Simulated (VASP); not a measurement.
# ZrS2 (P-3m1) in VASP: further runs

ZrS2 is run at these levels: LDA; tasks: single point.

All numbers are computed with VASP 6.6.1; they aren't measurements. Logs are shortened: lines on timing, memory, paths and dates and some standing lists are left out, and cuts for length are marked.

### Step 1. The cell of the first run

It takes space group P-3m1 (No. 164, trigonal). Conventional cell: a = 3.631 Å, b = 3.631 Å, c = 5.621 Å, α = 90.00°, β = 90.00°, γ = 120.00°. Within 3.4 Å of Zr (site symmetry -3m) lie 6 S at 2.55 Å. S (site symmetry 3m) has 3 Zr at 2.55 Å and 12 S at 3.45 to 3.63 Å within 3.7 Å.

### Step 2. Single point, LDA (in-plane strain +0.01)

INCAR reads:

```
ALGO = Normal
EDIFF = 1E-6
ENCUT = 500
GGA = CA
GGA_COMPAT = False
ISIF = 2
ISMEAR = 0
LASPH = True
LCHARG = False
LREAL = False
LWAVE = False
NBANDS = 19
NELM = 120
PREC = Accurate
SIGMA = 0.01
```

KPOINTS reads:

```
k-points
0
Gamma
  8 8 4
```

POSCAR reads:

```
ZrS2
1.0
    3.6310956726      0.0000000000      0.0000000000
   -1.8155478363      3.1446210960      0.0000000000
    0.0000000000      0.0000000000      5.6211653224
Zr S
1 2
Direct
    0.0000000000      0.0000000000      0.0000000000
    0.6666666667      0.3333333333      0.7432741248
    0.3333333333      0.6666666667      0.2567258752
```

Potentials or basis: VASP PAW LDA potentials, release 64 (Zr_sv, S).

Started as:

```console
$ cat potpaw_LDA.64/Zr_sv/POTCAR potpaw_LDA.64/S/POTCAR > POTCAR
$ mpirun -np 1 vasp_std > vasp.out
```

OUTCAR:

```text
EDIFF = 1E-6
   ENCUT = 500
   GGA = CA
   ISIF = 2
   ISMEAR = 0
   LASPH = True
   LREAL = False
   NELM = 120
   PREC = Accurate

 ion  position               nearest neighbor table
   1  0.000  0.000  0.000-   2 2.55   3 2.55   3 2.55   2 2.55   2 2.55   3 2.55
   2  0.667  0.333  0.743-   1 2.55   1 2.55   1 2.55
   3  0.333  0.667  0.257-   1 2.55   1 2.55   1 2.55

  LATTYP: Found a hexagonal cell.
 ALAT       =     3.6310956726
 C/A-ratio  =     1.5480631273

  Lattice vectors:

 A1 = (   3.6310956726,   0.0000000000,   0.0000000000)
 A2 = (  -1.8155478363,   3.1446210960,   0.0000000000)
 A3 = (   0.0000000000,   0.0000000000,   5.6211653224)

Analysis of symmetry for initial positions (statically):
=====================================================================
 Subroutine PRICEL returns:
 Original cell was already a primitive cell.

 Routine SETGRP: Setting up the symmetry group for a
 hexagonal supercell.

 Subroutine GETGRP returns: Found 12 space group operations
 (whereof 12 operations were pure point group operations)
 out of a pool of 24 trial point group operations.

The static configuration has the point symmetry D_3d.

Analysis of symmetry for dynamics (positions and initial velocities):
=====================================================================
 Subroutine PRICEL returns:
 Original cell was already a primitive cell.

 Routine SETGRP: Setting up the symmetry group for a
 hexagonal supercell.

 Subroutine GETGRP returns: Found 12 space group operations
 (whereof 12 operations were pure point group operations)
 out of a pool of 24 trial point group operations.

The dynamic configuration has the point symmetry D_3d.

 Subroutine INISYM returns: Found 12 space group operations
 (whereof 12 operations are pure point group operations),
 and found     1 'primitive' translations

----------------------------------------------------------------------------------------

                                     Primitive cell

  volume of cell :      64.1848

  direct lattice vectors                    reciprocal lattice vectors
     3.631095673  0.000000000  0.000000000     0.275398968  0.159001668  0.000000000
    -1.815547836  3.144621096  0.000000000     0.000000000  0.318003336  0.000000000
     0.000000000  0.000000000  5.621165322     0.000000000  0.000000000  0.177899055

  length of vectors
     3.631095673  3.631095673  5.621165322     0.318003336  0.318003336  0.177899055

  position of ions in fractional coordinates (direct lattice)
     0.000000000  0.000000000  0.000000000
     0.666666667  0.333333333  0.743274125
     0.333333333  0.666666667  0.256725875

  ion indices of the primitive-cell ions
   primitive index   ion index
                 1           1
                 2           2
                 3           3

----------------------------------------------------------------------------------------

 KPOINTS: k-points

Automatic generation of k-mesh.
 Grid dimensions read from file:
 generate k-points for:    8    8    4

 Generating k-lattice:

  Cartesian coordinates                     Fractional coordinates (reciprocal lattice)
     0.034424871  0.019875209  0.000000000     0.125000000  0.000000000  0.000000000
     0.000000000  0.039750417  0.000000000     0.000000000  0.125000000  0.000000000
     0.000000000  0.000000000  0.044474764     0.000000000  0.000000000  0.250000000

  Length of vectors
     0.039750417  0.039750417  0.044474764

  Shift w.r.t. Gamma in fractional coordinates (k-lattice)
     0.000000000  0.000000000  0.000000000

 Subroutine IBZKPT returns following result:
 ===========================================

 Found     35 irreducible k-points:

 Following reciprocal coordinates:
            Coordinates               Weight
  0.000000  0.000000  0.000000      1.000000
  0.125000 -0.000000  0.000000      6.000000
  0.250000 -0.000000  0.000000      6.000000
  0.375000 -0.000000  0.000000      6.000000
  0.500000 -0.000000  0.000000      3.000000
  0.125000  0.125000  0.000000      6.000000
[... 16 lines left out ...]
 -0.125000  0.500000  0.250000     12.000000
  0.250000  0.250000  0.250000     12.000000
 [... further k-points ...]
   k-points           NKPTS =     35   k-points in BZ     NKDIM =     35   number of bands    NBANDS=     19
   number of dos      NEDOS =    301   number of ions     NIONS =      3
   total plane-waves  NPLWV =  32928
   dimension x,y,z NGX =    28 NGY =   28 NGZ =   42
   dimension x,y,z NGXF=    56 NGYF=   56 NGZF=   84
   ions per type =               1   2
   NGX,Y,Z   is equivalent  to a cutoff of  12.82, 12.82, 12.42 a.u.
   NGXF,Y,Z  is equivalent  to a cutoff of  25.64, 25.64, 24.84 a.u.
 SYSTEM =  unknown system
   PREC   = accura    normal or accurate (medium, high low for compatibility)
   ISTART =      0    job   : 0-new  1-cont  2-samecut
   ICHARG =      2    charge: 1-file 2-atom 10-const
   ISPIN  =      1    spin polarized calculation?
   LNONCOLLINEAR =      F non collinear calculations
   LSORBIT =      F    spin-orbit coupling
   LASPH  =      T    aspherical Exc in radial PAW
   ENCUT  =  500.0 eV  36.75 Ry    6.06 a.u.   6.62  6.62 10.25*2*pi/ulx,y,z
   NELM   =    120;   NELMIN=  2; NELMDL= -5     # of ELM steps
   EDIFF  = 0.1E-05   stopping-criterion for ELM
   LREAL  =      F    real-space projection
   EDIFFG = 0.1E-04   stopping-criterion for IOM
   NSW    =      0    number of steps for IOM
   IBRION =     -1    ionic relax: 0-MD 1-quasi-New 2-CG
   NFREE  =      0    steps in history (QN), initial steepest desc. (CG)
   ISIF   =      2    stress and relaxation
   ISYM   =      2    0-nonsym 1-usesym 2-fastsym
   POTIM  = 0.5000    time-step for ionic-motion
   TEBEG  =    0.0;   TEEND  =   0.0 temperature during run
   PSTRESS=    0.0 pullay stress
   NELECT =      24.0000    total number of electrons
   NUPDOWN=      -1.0000    fix difference up-down
   EMIN   =  10.00;   EMAX   =-10.00  energy-range for DOS
   EFERMI =   0.00;   METHOD = LEGACY
   ISMEAR =     0;   SIGMA  =   0.01  broadening in eV -4-tet -1-fermi 0-gaus
   EFERMI_NEDOS =   21; number of points for ismear=-14 and -15
   IALGO  =     38    algorithm
   IMIX   =      4    mixing-type and parameters
     AMIX     =   0.40;   BMIX     =  1.00
     AMIX_MAG =   1.60;   BMIX_MAG =  1.00
  volume/ion in A,a.u.               =      21.39       144.38
  Fermi-wavevector in a.u.,A,eV,Ry     =   1.179418  2.228777 18.926072  1.391027
  Thomas-Fermi vector in A             =   2.315729
   LORBIT       =      0    0 simple, 1 ext, 2 COOP (PROOUT), +10 PAW based schemes
   GGA     = CA    functional components
   LHFCALC =     F    Hartree Fock is set to
   AEXX    =    0.0000 exact exchange contribution
   IVDW    =     0    specifies the selected vdW correction
   LEPSILON=     F    determine dielectric tensor
   LRPA    =     F    only Hartree local field effects (RPA)
 non-spin polarized calculation
 Gauss-broadening in eV      SIGMA  =   0.01
  energy-cutoff  :      500.00
  volume of cell :       64.18
 maximum number of plane-waves:      1653
 NGX is ok and might be reduce to    28
   NGX = 13   NGY = 13   NGZ = 21

 number of electron      24.0000001 magnetization

 Free energy of the ion-electron system (eV)
  ---------------------------------------------------
  ext. energy  EPLUGINS =         0.00000000
  ---------------------------------------------------
  free energy    TOTEN  =       -23.38930968 eV

  energy without entropy =      -23.38930968  energy(sigma->0) =      -23.38930968

 E-fermi :   5.5656     XC(G=0): -10.2545

 val. band max:        5.4308632246   @ k =   0.0000   0.0000   0.0000
 cond. band min:       5.9152979246   @ k =   0.5000  -0.0000   0.5000
 fundamental gap:      0.4844347000
 Fermi energy:         5.5655919942

 k-point     1 :       0.0000    0.0000    0.0000
  band No.  band energies     occupation
      1     -43.4444      2.00000
      2     -21.6918      2.00000
      3     -21.5239      2.00000
      4     -21.5239      2.00000
      5      -7.7196      2.00000
      6      -5.9490      2.00000
[... 11 lines left out ...]
     18      10.6795      0.00000
     19      11.0467      0.00000

 k-point     2 :       0.1250   -0.0000    0.0000
  band No.  band energies     occupation
      1     -43.4410      2.00000
      2     -21.6820      2.00000
      3     -21.5697      2.00000
      4     -21.5336      2.00000
      5      -7.5475      2.00000
      6      -6.0036      2.00000
[... 11 lines left out ...]
     18      11.6505      0.00000
     19      11.9626      0.00000

 k-point     3 :       0.2500   -0.0000    0.0000
  band No.  band energies     occupation
      1     -43.4329      2.00000
      2     -21.6801      2.00000
      3     -21.6561      2.00000
      4     -21.5570      2.00000
      5      -7.1078      2.00000
      6      -6.1278      2.00000
[... 11 lines left out ...]
     18      12.7000      0.00000
     19      13.5219      0.00000

 k-point     4 :       0.3750   -0.0000    0.0000
  band No.  band energies     occupation
      1     -43.4247      2.00000
      2     -21.7849      2.00000
      3     -21.6330      2.00000
      4     -21.5803      2.00000
      5      -6.6589      2.00000
      6      -6.1952      2.00000
[... 407 lines left out ...]
     18      12.0743      0.00000
     19      13.4615      0.00000

 k-point    23 :      -0.1250    0.5000    0.2500
  band No.  band energies     occupation
      1     -43.4213      2.00000
      2     -21.8033      2.00000
      3     -21.6242      2.00000
      4     -21.6146      2.00000
      5      -6.5996      2.00000
      6      -6.0410      2.00000
[... 11 lines left out ...]
     18      12.1497      0.00000
     19      12.9227      0.00000

 k-point    24 :       0.2500    0.2500    0.2500
  band No.  band energies     occupation
      1     -43.4214      2.00000
      2     -21.7690      2.00000
      3     -21.6519      2.00000
      4     -21.6226      2.00000
      5      -6.4365      2.00000
      6      -6.2274      2.00000
[... 11 lines left out ...]
     18      13.0103      0.00000
     19      13.6361      0.00000

 [... further k-points ...]

------------------------ aborting loop because EDIFF is reached ----------------------------------------

  FORCE on cell =-STRESS in cart. coord.  units (eV):
  Direction    XX          YY          ZZ          XY          YZ          ZX
  --------------------------------------------------------------------------------------
  -------------------------------------------------------------------------------------
  Total       -0.7852718     -0.7852718     -0.2189743     -0.0000000      0.0000000      0.0000000
  in kB      -19.6019016    -19.6019016     -5.4660205     -0.0000000      0.0000000      0.0000000
  external PRESSURE =     -14.8899413 kB  Pullay stress =       0.0000000 kB

 VOLUME and BASIS-vectors are now :
 -----------------------------------------------------------------------------
  energy-cutoff  :      500.00
  volume of cell :       64.18
      direct lattice vectors                 reciprocal lattice vectors
     3.631095673  0.000000000  0.000000000     0.275398968  0.159001668  0.000000000
    -1.815547836  3.144621096  0.000000000     0.000000000  0.318003336  0.000000000
     0.000000000  0.000000000  5.621165322     0.000000000  0.000000000  0.177899055

 POSITION                                       TOTAL-FORCE (eV/Angst)
 -----------------------------------------------------------------------------------
      0.00000      0.00000      0.00000         0.000000      0.000000      0.000000
      1.81555      1.04821      4.17807         0.000000      0.000000      0.093686
     -0.00000      2.09641      1.44310        -0.000000      0.000000     -0.093686
 -----------------------------------------------------------------------------------
    total drift:                               -0.000000      0.000000      0.000000

  FREE ENERGIE OF THE ION-ELECTRON SYSTEM (eV)
  ---------------------------------------------------
  free  energy   TOTEN  =       -23.3893096800 eV

  energy  without entropy=      -23.3893096800  energy(sigma->0) =      -23.38930968
```

It took 15 s on 1 thread of Intel Xeon 6975P-C (Granite Rapids), shared host; peak memory 0.17 GiB.

What came out:

```
Free energy            : -23.3893 eV
Pressure               : -1.5 GPa
Largest force          : 0.094 eV/Å
Band gap on the k mesh : 0.48 eV (least direct gap 1.21 eV)
```

Forces in eV/Å, atoms in the order of the input:
```
Zr   0.000  0.000  0.000
S    0.000  0.000  0.094
S    0.000  0.000 -0.094
```

Stress tensor (GPa, compression positive):
```
-1.96  0.00  0.00
 0.00 -1.96  0.00
 0.00  0.00 -0.55
```

Caveat: the cell differs from its parent crystal (in-plane strain +0.01). A k mesh can miss the band edges.

### Step 3. Single point, LDA (film at in-plane strain +0.01)

INCAR reads:

```
SYSTEM = ZrS2
ALGO = Normal
EDIFF = 1E-6
ENCUT = 500
GGA_COMPAT = .FALSE.
ISIF = 2
ISMEAR = 0
LASPH = .TRUE.
LCHARG = .FALSE.
LREAL = .FALSE.
LWAVE = .FALSE.
NBANDS = 19
NELM = 120
PREC = Accurate
SIGMA = 0.01
```

KPOINTS reads:

```
k-points
0
G
  8 8 4
  0 0 0
```

POSCAR reads:

```
ZrS2
1.0
    3.6310956726      0.0000000000      0.0000000000
   -1.8155478363      3.1446210960      0.0000000000
    0.0000000000      0.0000000000      5.6324185779
Zr S
1 2
Direct
    0.0000000000      0.0000000000      0.0000000000
    0.6666666667      0.3333333333      0.7454196068
    0.3333333333      0.6666666667      0.2545803932
```

Potentials or basis: VASP PAW LDA potentials, release 64 (Zr_sv, S).

Started as:

```console
$ cat potpaw_LDA.64/Zr_sv/POTCAR potpaw_LDA.64/S/POTCAR > POTCAR
$ mpirun -np 1 vasp_std > vasp.out
```

Wall time 16 s (1 thread of Intel Xeon 6975P-C (Granite Rapids), shared host); peak memory 0.17 GiB.

The run converged. Its results:

```yaml
Free_energy: -23.3901 eV
Pressure: -1.0 GPa
Largest_force: 0.019 eV/Å
Band_gap_on_the_k_mesh: 0.53 eV (least direct gap 1.24 eV)
```

Forces in eV/Å, atoms in the order of the input:
```
Zr   0.000  0.000  0.000
S    0.000  0.000 -0.019
S    0.000  0.000  0.019
```

Stress tensor (GPa, compression positive):
```
-1.50  0.00  0.00
 0.00 -1.50  0.00
 0.00  0.00  0.07
```

Levels at points of the mesh, in eV from the valence-band top:
```tsv
k point	band 9	band 10	band 11	band 12	band 13	band 14	band 15	band 16
(0.00, 0.00, 0.00)	-3.17	-0.31	-0.31	0.00	1.24	1.24	2.04	4.64
(0.50, 0.00, 0.00)	-2.83	-2.79	-2.30	-1.59	0.74	3.04	3.35	5.73
(0.00, 0.00, 0.50)	-3.11	-2.30	-0.54	-0.54	1.17	1.17	2.43	5.25
(0.50, 0.00, 0.50)	-3.04	-2.59	-1.16	-0.88	0.53	3.03	3.35	4.98
```

Caveat: the cell differs from its parent crystal (film at in-plane strain +0.01). A k mesh can miss the band edges.

### Step 4. Single point, LDA (in-plane strain +0.02)

INCAR reads:

```
PREC = Accurate
ENCUT = 500
EDIFF = 1E-6
ISMEAR = 0
SIGMA = 0.01
LREAL = F
LASPH = T
NELM = 120
ALGO = Normal
ISIF = 2
LWAVE = F
LCHARG = T
GGA = CA
LELF = T
LVHAR = T
NBANDS = 19
GGA_COMPAT = F
```

KPOINTS reads:

```
regular mesh
0
Gamma
  8 8 4
```

POSCAR reads:

```
ZrS2
1.0
    3.6670471149      0.0000000000      0.0000000000
   -1.8335235575      3.1757559584      0.0000000000
    0.0000000000      0.0000000000      5.5872347470
Zr S
1 2
Direct
    0.0000000000      0.0000000000      0.0000000000
    0.6666666667      0.3333333333      0.7432741248
    0.3333333333      0.6666666667      0.2567258752
```

Potentials or basis: VASP PAW LDA potentials, release 64 (Zr_sv, S).

Started as:

```console
$ cat potpaw_LDA.64/Zr_sv/POTCAR potpaw_LDA.64/S/POTCAR > POTCAR
$ mpirun -np 1 vasp_std > vasp.out
```

OUTCAR:

```text
PREC = Accurate
   ENCUT = 500
   EDIFF = 1E-6
   ISMEAR = 0
   LREAL = F
   LASPH = T
   NELM = 120
   ISIF = 2
   GGA = CA

 ion  position               nearest neighbor table
   1  0.000  0.000  0.000-   2 2.56   3 2.56   2 2.56   3 2.56   2 2.56   3 2.56
   2  0.667  0.333  0.743-   1 2.56   1 2.56   1 2.56
   3  0.333  0.667  0.257-   1 2.56   1 2.56   1 2.56

  LATTYP: Found a hexagonal cell.
 ALAT       =     3.6670471149
[... 723 lines left out ...]

  FORCE on cell =-STRESS in cart. coord.  units (eV):
  Direction    XX          YY          ZZ          XY          YZ          ZX
  --------------------------------------------------------------------------------------
  -------------------------------------------------------------------------------------
  Total       -1.5829541     -1.5829541     -0.4381330      0.0000000     -0.0000000      0.0000000
  in kB      -38.9778937    -38.9778937    -10.7883756      0.0000000     -0.0000000      0.0000000
  external PRESSURE =     -29.5813877 kB  Pullay stress =       0.0000000 kB

 VOLUME and BASIS-vectors are now :
 -----------------------------------------------------------------------------
  energy-cutoff  :      500.00
  volume of cell :       65.07
      direct lattice vectors                 reciprocal lattice vectors
     3.667047115  0.000000000  0.000000000     0.272698978  0.157442828  0.000000000
    -1.833523557  3.175755958  0.000000000     0.000000000  0.314885657  0.000000000
     0.000000000  0.000000000  5.587234747     0.000000000  0.000000000  0.178979414

 POSITION                                       TOTAL-FORCE (eV/Angst)
 -----------------------------------------------------------------------------------
      0.00000      0.00000      0.00000         0.000000      0.000000     -0.000000
      1.83352      1.05859      4.15285        -0.000000      0.000000      0.199171
     -0.00000      2.11717      1.43439         0.000000     -0.000000     -0.199171
 -----------------------------------------------------------------------------------
    total drift:                               -0.000000      0.000000      0.000000

  FREE ENERGIE OF THE ION-ELECTRON SYSTEM (eV)
  ---------------------------------------------------
  free  energy   TOTEN  =       -23.3683244651 eV

  energy  without entropy=      -23.3683244651  energy(sigma->0) =      -23.36832447
```

It took 16 s on 1 thread of Intel Xeon 6975P-C (Granite Rapids), shared host; peak memory 0.17 GiB.

What came out:

```
Free energy            : -23.3683 eV
Pressure               : -3.0 GPa
Largest force          : 0.199 eV/Å
Band gap on the k mesh : 0.50 eV (least direct gap 1.14 eV)
```

Forces on the atoms (eV/Å):
```
Zr   0.000  0.000  0.000
S    0.000  0.000  0.199
S    0.000  0.000 -0.199
```

Levels at points of the mesh, in eV from the valence-band top:
```tsv
k point	band 8	band 9	band 10	band 11	band 12	band 13	band 14	band 15	band 16	band 17
(0.00, 0.00, 0.00)	-3.23	-3.23	-0.41	-0.41	0.00	1.14	1.14	1.97	4.45	4.45
(0.50, 0.00, 0.00)	-2.91	-2.84	-2.82	-2.38	-1.72	0.66	2.85	3.12	5.54	5.55
(0.00, 0.00, 0.50)	-3.16	-3.16	-2.35	-0.66	-0.66	1.07	1.07	2.28	5.10	5.10
(0.50, 0.00, 0.50)	-3.82	-3.10	-2.57	-1.25	-0.90	0.50	2.83	3.13	4.77	5.18
```

Caveat: the cell differs from its parent crystal (in-plane strain +0.02).

### Step 5. Overview

```tsv
cell	gap on the mesh (eV)	pressure (GPa)	largest force (eV/Å)
a = 3.631, b = 3.631, c = 5.621 Å, angles 90.0, 90.0, 120.0°, 3 atoms, atomic positions A	0.48	-1.5	0.09
a = 3.631, b = 3.631, c = 5.632 Å, angles 90.0, 90.0, 120.0°, 3 atoms, atomic positions B	0.53	-1.0	0.02
a = 3.667, b = 3.667, c = 5.587 Å, angles 90.0, 90.0, 120.0°, 3 atoms, atomic positions A	0.50	-3.0	0.20
```

Alike in all rows: task single point; level LDA; potentials or basis VASP PAW LDA potentials, release 64 (Zr_sv, S); no spin polarisation; k mesh 8 × 8 × 4; cutoff (eV) 500; smearing gaussian 0.01 eV.

Total energies depend on the potentials used, so only differences within one code and one set of settings carry meaning.
